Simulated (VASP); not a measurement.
A run of VASP 6.6.1 is set up as follows.

INCAR

```
PREC = Accurate
ENCUT = 520
EDIFF = 1E-6
ISMEAR = -1
SIGMA = 0.05
LREAL = F
LASPH = T
NELM = 100
ALGO = Normal
ISIF = 2
LWAVE = F
LCHARG = T
GGA = PS
LELF = T
LVHAR = T
NBANDS = 11
```

KPOINTS

```
regular mesh
0
Gamma
  13 13 13
```

Contents of POSCAR:

```
C
1.0
    0.0000000000      1.7833700000      1.7833700000
    1.7833700000      0.0000000000      1.7833700000
    1.7833700000      1.7833700000      0.0000000000
C
2
Direct
    0.7477760000      0.7530630000      0.7541630000
    0.4892810000      0.4986030000      0.4935990000
```

Potentials or basis: VASP PAW PBE potentials, release 64 (C).

Launch:

```sh
$ cat potpaw_PBE.64/C/POTCAR > POTCAR
$ mpirun -np 1 vasp_std > vasp.out
```

(1) Predict the band gap on the k mesh.

(2) Predict the largest force.

(3) What does it give for the pressure?

Results:

(1) 3.11 eV, indirect (least direct gap 3.94 eV).

(2) 1.662 eV/Å.

(3) -3.0 GPa.

Caveat: the cell differs from its parent crystal (atoms moved at random); the PAW data sets were made with another functional, which shifts forces and pressure a little.
